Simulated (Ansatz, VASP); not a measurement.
**One calculation of InAs, two programs**

```xyz
2
Lattice="0.0000 3.0180 3.0180 3.0180 0.0000 3.0180 3.0180 3.0180 0.0000" Properties=species:S:1:pos:R:3 pbc="T T T"
In    0.0000    0.0000    0.0000
As    4.5270    4.5270    4.5270
```

Alike in both runs: task band structure; functional PBE; k mesh 8 × 8 × 8; occupations fermi-dirac, width 0.05 eV; no spin polarisation.

|  | VASP | Ansatz |
| --- | --- | --- |
| version | VASP 6.6.1 | Ansatz 0.2.0 |
| potentials or method | VASP PAW PBE potentials, release 64 (In_d_GW, As_GW) | Ansatz PAW |
| plane-wave cutoff (eV) | 550 | 420 |
| valence electrons in the cell | 18 | 28 |

```csv
,VASP,Ansatz,Ansatz less VASP
gap on the k mesh at the Fermi level (eV),none,none,-
pressure (GPa),4.3,4.3,-0.02
```

A gap of «none» marks a metal or a gap that the smearing closes. The functional is the same, so the differences come from potentials, cutoffs and numerics. VASP's potentials hold 18 valence electrons a cell and Ansatz's 28, so a difference there can come from the potentials and not from the codes.
